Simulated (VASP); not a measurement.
# H2CO in VASP: notebook, part 2 of 2

VASP 6.6.1. Earlier steps stand in the parts before.

**3. Single point, PBE+D3(BJ)**

This run uses another cell than the first one, of 15.68 Å³/atom, 1.142 times its volume.

Contents of INCAR:

```
PREC = Accurate ; ENCUT = 520
EDIFF = 1E-7 ; ISMEAR = -1
SIGMA = 0.02 ; LREAL = Auto
LASPH = T ; NELM = 80
ALGO = Normal ; ISIF = 2
LWAVE = F ; LCHARG = F
GGA = PE ; IVDW = 12
NBANDS = 86
```

Contents of KPOINTS:

```
Automatic mesh
0
Gamma
  1 1 1
```

Contents of POSCAR:

```
H2CO
1.0
    8.8443680000     -0.0612600000      0.1949680000
   -0.0612600000      8.3991790000      0.2711420000
    0.1949680000      0.2711420000      8.4562320000
O C H
10 10 20
Direct
    0.4878286460      0.3930005869      0.4813053922
    0.0020816347      0.7429820023      0.7375791631
    0.4035423278      0.6799845042      0.0778538007
    0.7019651661      0.9252316243      0.2766681546
    0.1365787079      0.1638416749      0.2907379035
    0.5698511910      0.4803015562      0.8378279272
    0.4479961517      0.0949582305      0.9215579612
    0.8604271095      0.4328940874      0.4656410182
    0.9189544092      0.3663746716      0.0075558163
    0.5305291754      0.0605608487      0.5083639141
    0.3936542214      0.4104587736      0.3817134406
   -0.0922844824      0.8267113193      0.8100932378
    0.2730304162      0.7233650640      0.0724830108
    0.6558908664      0.9562613946      0.1474107667
    0.1660466807      0.0904931805      0.4127121523
    0.5400837048      0.5846648809      0.7412372029
    0.3784354973      0.2151482952      0.9630153772
    0.9316954121      0.3392715509      0.5427900325
    0.8386608012      0.2712414893      0.0758662985
    0.6213721335      0.0554451733      0.6080626457
    0.4095135809      0.3358941827      0.2712653739
    0.3222976529      0.5142208880      0.3994610592
   -0.2082635305      0.8713823936      0.7562276389
   -0.0415804102      0.8864088708      0.9096562364
    0.2065600625      0.6271174399      0.0283328935
    0.2267732510      0.8151283181      0.1393494112
    0.6432731329      1.0695433386      0.0911734924
    0.6214325247      0.8537888151      0.0724486434
    0.2551809702      0.0060923652      0.4306286749
    0.0924949141      0.1462964556      0.5118945812
    0.4551810814      0.6709413897      0.7668585565
    0.6097061967      0.6029769144      0.6297053387
    0.4139698847      0.3331758472      0.9130131664
    0.2778436802      0.1984615645      1.0489208560
    1.0420750387      0.3753478166      0.5923981457
    0.8864346580      0.2242975185      0.6025919263
    0.8677382631      0.1752639053      0.1607450458
    0.7154729578      0.3032207939      0.0952421570
    0.7508643804      0.0699340698      0.5952939099
    0.5814962068      0.0509815651      0.7281024934
```

Potentials or basis: VASP PAW PBE potentials, release 64 (O, C, H).

Command:

```
$ cat potpaw_PBE.64/O/POTCAR potpaw_PBE.64/C/POTCAR potpaw_PBE.64/H/POTCAR > POTCAR
$ mpirun -np 1 vasp_gam > vasp.out
```

Wall time 96 s (1 thread of Intel Xeon Platinum 8375C at 2.90GHz (Ice Lake), shared host); peak memory 0.56 GiB.

Results (log left out):

- Free energy: -220.9104 eV
- Pressure: 1.6 GPa
- Largest force: 4.990 eV/Å
- Band gap on the k mesh: 2.19 eV
- Dispersion energy per atom: -0.035 eV

Forces in eV/Å, atoms in the order of the input:
```
O    0.248 -0.466  0.600
O   -2.584  1.296  1.173
O    1.412  0.991  0.243
O    0.798  0.180  1.442
O    0.430 -0.344 -2.130
O    0.470 -1.267  1.026
O   -0.906  1.263  0.736
O   -0.787  0.423 -1.246
O    3.264  2.148 -2.575
O   -1.079 -0.168 -2.079
C    1.736 -0.110 -0.650
C    2.067 -0.364 -2.439
C    0.677 -3.102  0.107
C   -0.474 -3.367 -1.263
C   -2.083  2.589  1.736
C    1.121  0.649 -1.054
C   -0.013 -2.096 -0.278
C    0.759  0.255  2.301
C   -3.868 -0.335  3.135
C    1.755  0.479  0.918
H   -0.928  0.894  0.844
H   -1.103 -0.103 -0.836
H    1.546 -1.023  0.982
H   -0.943  0.004  0.341
H   -1.664  0.437 -0.706
H   -0.604  1.677  0.410
H   -0.163  2.156 -0.613
H    0.080  0.647  0.365
H    0.594 -0.827  0.126
H    1.226 -1.754  0.303
H   -1.089  0.757  0.067
H   -0.062  0.101 -0.300
H    0.037  0.450  0.071
H    0.327  0.195 -0.214
H    0.198 -0.104 -0.415
H   -0.162 -0.129 -0.557
H    0.903 -1.089 -0.034
H   -0.097 -0.415 -0.503
H   -0.696 -0.283 -0.850
H   -0.344 -0.248  1.815
```

Stress tensor (GPa, compression positive):
```
 0.99  0.91  0.62
 0.91  1.28 -1.93
 0.62 -1.93  2.51
```

Levels at points of the mesh, in eV from the valence-band top:
```
           k point  band 57  band 58  band 59  band 60  band 61  band 62  band 63  band 64
(0.00, 0.00, 0.00)    -0.48    -0.29    -0.15     0.00     2.19     2.45     2.54     2.65
```

Caveat: the k points lie up to 0.75 Å⁻¹ apart.

**4. Single point, PBE+D3(BJ)**

This run uses another cell than the first one, of 17.64 Å³/atom, 1.285 times its volume.

Contents of INCAR:

```
PREC = Accurate ; ENCUT = 520
EDIFF = 1E-6 ; ISMEAR = -1
SIGMA = 0.02 ; LREAL = Auto
LASPH = True ; NELM = 100
ALGO = Normal ; ISIF = 2
LWAVE = False ; LCHARG = True
GGA = PE ; IVDW = 12
LELF = True ; LVHAR = True
NBANDS = 86
```

Contents of KPOINTS:

```
regular mesh
0
Gamma
  1 1 1
```

Contents of POSCAR:

```
H2CO
1.0
    9.3480140000      0.2141980000      0.2923790000
    0.2141980000      8.7623770000      0.4515790000
    0.2923790000      0.4515790000      8.6510990000
O C H
10 10 20
Direct
    0.4705577464      0.3377169079      0.4982618894
    0.0188335235      0.7326065147      0.7655170466
    0.3576651288      0.6859557314      0.0130345317
    0.6860423782      0.9250309770      0.2145381820
    0.1676674256      0.1801139634      0.3278706997
    0.5863853511      0.5393142281      0.8309129577
    0.4172973036      0.0473206679      0.9284626163
    0.9132338040      0.3877040043      0.4827029060
    0.9114442904      0.3341596055     -0.0043447232
    0.5590598093      0.0356948705      0.4800457836
    0.4418115074      0.4014530167      0.3695525668
   -0.1003277298      0.7786675670      0.8029851236
    0.2659707682      0.6949671739      0.1232679399
    0.6273436011      0.9013268936      0.1019937014
    0.2238508957      0.0952522320      0.4351743971
    0.6131780961      0.5880542161      0.7026583174
    0.4431861499      0.1571399591      0.9957302039
    0.8814366076      0.2793668739      0.5697345774
    0.8638434365      0.2623449841      0.1131602857
    0.5928927306      0.0759866376      0.5994078494
    0.5027430657      0.5027460175      0.3203499280
    0.3433907587      0.3804180103      0.2951429603
   -0.1937085082      0.7850354736      0.7347888131
   -0.1054991552      0.8038206964      0.9201440408
    0.1706984178      0.6276884547      0.1541122628
    0.2815791679      0.7732644128      0.2235533537
    0.6937883865      0.9264798699     -0.0256300394
    0.5223073246      0.8461682158      0.1040303099
    0.3109175204      0.0080502866      0.4412571057
    0.1953519898      0.1295050137      0.5513636402
    0.5270325048      0.6189062756      0.6136702038
    0.7245905091      0.5992349363      0.6439000453
    0.5271927656      0.2327994972      0.9457911119
    0.4014841145      0.1713704990      1.1198261813
    0.8932761057      0.2619210583      0.6995697051
    0.8318204757      0.1770050822      0.5315580579
    0.8877811095      0.1478317418      0.1817657776
    0.7837045711      0.3223435749      0.1787862620
    0.6527336027      0.0027090818      0.6965509281
    0.5456949310      0.1881484643      0.6366227420
```

Command:

```
$ cat potpaw_PBE.64/O/POTCAR potpaw_PBE.64/C/POTCAR potpaw_PBE.64/H/POTCAR > POTCAR
$ mpirun -np 1 vasp_gam > vasp.out
```

It took 2.2 min on 1 thread of Intel Xeon Platinum 8375C at 2.90GHz (Ice Lake), shared host; peak memory 0.63 GiB.

Results (log left out):

| Property | Result |
| --- | --- |
| Free energy | -221.0930 eV |
| Pressure | 0.4 GPa |
| Largest force | 5.499 eV/Å |
| Band gap on the k mesh | 2.41 eV |
| Dispersion energy per atom | -0.032 eV |

Forces in eV/Å, atoms in the order of the input:
```
O   -1.228  0.935 -1.907
O    1.279 -0.633 -1.787
O   -2.118  0.060  1.863
O    0.721  0.452  1.554
O    1.457 -2.158  0.772
O   -0.543 -1.351  4.141
O   -0.639  0.199 -0.085
O    0.551  1.733 -1.043
O    0.934 -0.908 -0.941
O   -0.117 -1.129 -1.431
C   -0.842  0.344  0.366
C    0.801 -0.413  0.744
C    2.471  1.074  0.232
C    0.926 -0.649 -3.048
C   -1.306  2.927 -0.310
C    0.252  1.105 -5.381
C    0.375 -0.655  0.806
C   -0.799 -2.233  1.697
C   -0.132  0.128  1.120
C   -0.233  0.734  3.107
H    0.220 -0.124 -0.219
H    1.387 -0.227  1.276
H   -0.625  0.136 -0.699
H   -1.234  0.942  1.769
H   -0.403 -0.507 -0.737
H   -0.077 -0.608 -1.284
H   -1.476 -0.248  1.623
H    0.135  0.125 -0.165
H    0.268 -0.677 -1.229
H   -0.348 -0.162  0.818
H    0.379  0.042  0.708
H   -0.098  0.017  0.436
H    0.198  0.837 -0.218
H   -0.195  0.014 -0.721
H    0.249  0.608 -0.268
H   -0.014 -0.030 -0.375
H    0.723 -0.012 -1.262
H   -1.520  0.774  1.082
H   -0.120  0.127 -1.061
H    0.740 -0.589  0.056
```

Stress tensor (GPa, compression positive):
```
-0.01 -0.08 -0.66
-0.08  0.72  0.69
-0.66  0.69  0.40
```

Levels at points of the mesh, in eV from the valence-band top:
| k point | band 58 | band 59 | band 60 | band 61 | band 62 | band 63 |
| --- | --- | --- | --- | --- | --- | --- |
| (0.00, 0.00, 0.00) | -0.18 | -0.05 | 0.00 | 2.41 | 2.75 | 2.83 |

Caveat: the k points lie up to 0.73 Å⁻¹ apart.

**5. The runs side by side**

| cell | gap on the mesh (eV) | pressure (GPa) | largest force (eV/Å) |
| --- | --- | --- | --- |
| a = 8.240, b = 8.133, c = 8.198 Å, angles 88.6, 88.8, 90.5°, 40 atoms | 2.43 | 1.6 | 5.62 |
| a = 8.847, b = 8.404, c = 8.463 Å, angles 86.3, 87.4, 90.8°, 40 atoms | 2.19 | 1.6 | 4.99 |
| a = 9.355, b = 8.777, c = 8.668 Å, angles 84.0, 86.2, 87.2°, 40 atoms | 2.41 | 0.4 | 5.50 |

Alike in all rows: task single point; level PBE+D3(BJ); potentials or basis VASP PAW PBE potentials, release 64 (O, C, H); no spin polarisation; k mesh 1 × 1 × 1; cutoff (eV) 520; smearing fermi-dirac 0.02 eV.

Caveats: all runs use coarse meshes.

Absolute energies hang on the potentials; compare differences alone.
